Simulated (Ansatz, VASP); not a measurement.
Two plane-wave programs on V

Contents of INCAR:

```
SYSTEM = V
PREC = Accurate
ENCUT = 500
EDIFF = 1E-6
ISMEAR = -1
SIGMA = 0.1
LREAL = .FALSE.
LASPH = .TRUE.
NELM = 200
ALGO = Normal
ISIF = 2
LWAVE = .FALSE.
LCHARG = .FALSE.
ISPIN = 2
MAGMOM = 0
LORBIT = 11
LMAXMIX = 4
GGA = PE
NBANDS = 16
GGA_COMPAT = .FALSE.
```

Contents of KPOINTS:

```
regular mesh
0
G
  8 8 8
  0 0 0
```

The input POSCAR:

```
V
1.0
   -1.4625000000      1.4625000000      1.4625000000
    1.4625000000     -1.4625000000      1.4625000000
    1.4625000000      1.4625000000     -1.4625000000
V
1
Direct
    0.0000000000      0.0000000000      0.0000000000
```

Input for Ansatz:

```yaml
crystal:
  lattice:
    - [-1.4625, 1.4625, 1.4625]
    - [1.4625, -1.4625, 1.4625]
    - [1.4625, 1.4625, -1.4625]
  atoms:
    - { symbol: V, position: [0, 0, 0] }
kpoints:
  mp_grid: { grid: [8, 8, 8], shift: [0, 0, 0] }
hamiltonian:
  xc: pbe
  pseudopotentials: { kind: paw }
magnetization:
  spin_polarized: true
scf:
  occupations: { method: fermi_dirac }
```

Alike in both runs: task single point; functional PBE; k mesh 8 × 8 × 8; collinear spin.

|  | VASP | Ansatz |
| --- | --- | --- |
| version | VASP 6.6.1 | Ansatz 0.2 development build |
| potentials or method | VASP PAW PBE potentials, release 64 (V_sv) | PAW hard, scalar-relativistic |
| plane-wave cutoff (eV) | 500 | 840 |
| occupations | fermi-dirac, width 0.1 eV | fermi-dirac |

|  | VASP | Ansatz | Ansatz less VASP |
| --- | --- | --- | --- |
| net moment per atom (μB) | 0.00 | 0.00 | 0.000 |

The k mesh is coarse, so the values compare programs but aren't converged.
